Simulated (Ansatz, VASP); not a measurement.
Rh in VASP and in Ansatz

```
CELL_PARAMETERS angstrom
2.77940 0.00000 0.00000
-1.38970 2.40703 0.00000
0.00000 0.00000 4.03430
ATOMIC_POSITIONS crystal
Rh 0.66667 0.33333 0.75000
Rh 0.33333 0.66667 0.25000
```

Alike in both runs: task single point; functional PBE; k mesh 18 × 18 × 10; occupations gaussian, width 0.15 eV; no spin polarisation.

```csv
,VASP,Ansatz
version,VASP 6.6.1,Ansatz 0.2.0
potentials or method,"VASP PAW PBE potentials, release 64 (Rh_pv), cutoff 520 eV","scalar-relativistic, plane waves, PAW"
valence electrons in the cell,30,34
```

|  | VASP | Ansatz | Ansatz less VASP |
| --- | --- | --- | --- |
| gap on the k mesh at the Fermi level (eV) | none | none | - |
| pressure (GPa) | 16.6 | 16.7 | +0.03 |
| traceless stress, the component that is largest in VASP (GPa) | 19.44 | 19.44 | +0.002 |

A gap of «none» marks a metal or a gap that the smearing closes. VASP's potentials hold 30 valence electrons a cell and Ansatz's 34, so a difference there can come from the potentials and not from the codes.
